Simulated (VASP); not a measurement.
The system is LaPt2.

```xyz
6
Lattice="0.0000 3.8870 3.8870 3.8870 0.0000 3.8870 3.8870 3.8870 0.0000" Properties=species:S:1:pos:R:3 pbc="T T T"
La    0.0000    0.0000    0.0000
La    1.9435    1.9435    1.9435
Pt    4.8587    4.8587    4.8587
Pt    4.8587    2.9152    2.9152
Pt    2.9152    2.9152    4.8587
Pt    2.9152    4.8587    2.9152
```

- Program: VASP 6.6.1
- Task: relaxation of cell and atoms
- Functional: r2SCAN
- Potentials or basis: VASP PAW PBE potentials, release 64 (La, Pt)
- Cutoff: 600 eV
- k mesh: 5 × 5 × 5
- Occupations: methfessel-paxton, width 0.1 eV
- Spin: no spin polarisation

At the start: pressure 3.0 GPa; volume 19.58 Å³/atom.

How do energy, volume and symmetry change on relaxing?

Over 3 steps the energy falls by 3.4 meV/atom and the volume is 19.94 Å³/atom (+1.9 %); space group Fd-3m (No. 227, to 0.1 Å) before and after.

The path:
```
step  energy change (eV)  largest force (eV/Å)  pressure (GPa)  volume (Å³)
   1              0.0000                0.0000            3.01       117.46
   2              0.0458                0.0000           -4.90       123.82
   3             -0.0202                0.0000           -0.04       119.67
```

Final structure:
```
La Pt
1.0
     0.00000    3.91126    3.91126
     3.91126    0.00000    3.91126
     3.91126    3.91126    0.00000
La Pt
2 4
Cartesian
  0.0000 0.0000 0.0000
  1.9556 1.9556 1.9556
  4.8891 4.8891 4.8891
  4.8891 2.9334 2.9334
  2.9334 2.9334 4.8891
  2.9334 4.8891 2.9334
```

Caveat: the PAW data sets were made with another functional, which shifts forces and pressure a little.
